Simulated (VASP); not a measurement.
Set up this calculation in VASP 6.6.1, as the native input.

| Property | Result |
| --- | --- |
| Task | single point |
| Functional | PBE |
| Potentials or basis | VASP PAW PBE potentials, release 64 (Sn_d, Ru_sv) |
| Cutoff | 560 eV |
| k mesh | 4 × 4 × 6 |
| Occupations | gaussian, width 0.1 eV |
| Spin | no spin polarisation |
| Dipole correction | no |
| Further INCAR settings | ALGO = Normal; EDIFF = 1e-06; NBANDS = 47 |

The structure of SnRu4 lies in POSCAR:

```
SnRu4
1.0
    6.1810363794      0.0000000000      0.0000000000
    0.0000000000      6.1810363794      0.0000000000
    0.0000000000      0.0000000000      2.6596367876
Sn Ru
1 4
Direct
    0.5000000000      0.5000000000      0.5000000000
    0.1867411012      0.1867411012      0.5000000000
    0.8132588988      0.8132588988      0.5000000000
    0.1867411012      0.8132588988      0.5000000000
    0.8132588988      0.1867411012      0.5000000000
```

The cell was generated, and may not be a known phase.

These files were run (other wordings do the same):

INCAR

```
SYSTEM = SnRu4
PREC = Accurate
ENCUT = 560
EDIFF = 1E-6
ISMEAR = 0
SIGMA = 0.1
LREAL = .FALSE.
LASPH = .TRUE.
NELM = 120
ALGO = Normal
ISIF = 2
LWAVE = .FALSE.
LCHARG = .FALSE.
GGA = PE
NBANDS = 47
GGA_COMPAT = .FALSE.
```

KPOINTS

```
regular mesh
0
G
  4 4 6
  0 0 0
```

Potentials or basis: VASP PAW PBE potentials, release 64 (Sn_d, Ru_sv).

Command:

```console
$ cat potpaw_PBE.64/Sn_d/POTCAR potpaw_PBE.64/Ru_sv/POTCAR > POTCAR
$ mpirun -np 1 vasp_std > vasp.out
```

It gave:

```json
{
 "Pressure": "-0.2 GPa",
 "Largest force": "0.011 eV/Å",
 "Band gap on the k mesh": "zero (bands 39 and 40 overlap by 1.13 eV)"
}
```

Caveat: the k points lie up to 0.39 Å⁻¹ apart, too coarse for converged energies and pressures of a metal; spin-orbit coupling is left out, which moves the levels of the heavy elements.

Wall time 41 s on 1 thread of Intel(R) Xeon(R) 6975P-C (Granite Rapids), on a shared host, peak memory 0.27 GiB.
